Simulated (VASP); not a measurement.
Crystal: KHCO2.

```xyz
10
Lattice="2.9656 -3.4756 0.0000 2.9656 3.4756 0.0000 0.0000 0.0000 7.0518" Properties=species:S:1:pos:R:3 pbc="T T T"
K     0.0000    0.0000    3.5259
K     0.0000    0.0000    0.0000
H     2.9656    0.4059    1.7630
H     2.9656   -0.4059    5.2889
C     2.9656   -0.7079    1.7630
C     2.9656    0.7079    5.2889
O     1.8331   -1.2907    1.7630
O     1.8331    1.2907    5.2889
O     4.0981    1.2907    5.2889
O     4.0981   -1.2907    1.7630
```

* Program: VASP 6.6.1
* Task: relaxation of cell and atoms
* Functional: LDA
* Potentials or basis: VASP PAW LDA potentials, release 64 (K_sv, H, C, O)
* Cutoff: 600 eV
* k mesh: 4 × 4 × 4
* Occupations: gaussian, width 0.1 eV
* Spin: no spin polarisation

At the start: pressure -4.2 GPa; volume 14.54 Å³/atom.

**Question.** How do energy, volume and symmetry change on relaxing?

**Answer.** Over 23 steps the energy falls by 28.3 meV/atom and the volume is 12.29 Å³/atom (-15.4 %); space group Cmcm (No. 63, to 0.1 Å) before and after.

Step by step:
```csv
step,energy change (eV),largest force (eV/Å),pressure (GPa),volume (Å³)
1,0.0000,0.8310,-4.24,145.37
2,0.6049,5.8061,8.12,137.41
3,-0.0460,0.4610,-2.13,143.59
4,-0.1321,0.4049,-1.55,138.66
5,-0.2296,0.9829,0.48,127.95
6,-0.2675,0.4282,0.27,125.86
7,-0.2767,0.1810,0.15,124.06
8,-0.2768,0.1487,0.16,124.18
9,-0.2776,0.1120,-0.19,124.09
10,-0.2776,0.1006,-0.15,124.10
11,-0.2782,0.0791,-0.10,124.00
12,-0.2795,0.1008,0.03,123.73
13,-0.2792,0.2274,0.30,123.18
14,-0.2798,0.1550,0.15,123.50
15,-0.2804,0.1144,0.16,123.44
16,-0.2815,0.0570,0.17,123.28
17,-0.2814,0.2458,0.22,122.95
18,-0.2819,0.1209,0.20,123.12
19,-0.2825,0.0929,0.07,123.08
20,-0.2827,0.0843,-0.05,123.05
21,-0.2827,0.0826,-0.08,123.05
22,-0.2831,0.0550,0.00,123.01
23,-0.2833,0.0186,0.16,122.94
```

Final structure:
```xyz
10
Lattice="2.8424 -3.2605 0.0000 2.8424 3.2605 0.0000 0.0000 0.0000 6.6327" Properties=species:S:1:pos:R:3 pbc="T T T"
K     0.0000    0.0000    3.3164
K     0.0000    0.0000    6.6327
H     2.8424    0.4514    1.6582
H     2.8424   -0.4514    4.9745
C     2.8424   -0.6689    1.6582
C     2.8424    0.6689    4.9745
O     1.7245   -1.2550    1.6582
O     1.7245    1.2550    4.9745
O     3.9604    1.2550    4.9745
O     3.9604   -1.2550    1.6582
```

Caveat: the volume moved by over 15 % at a fixed basis, so the end points are rough.
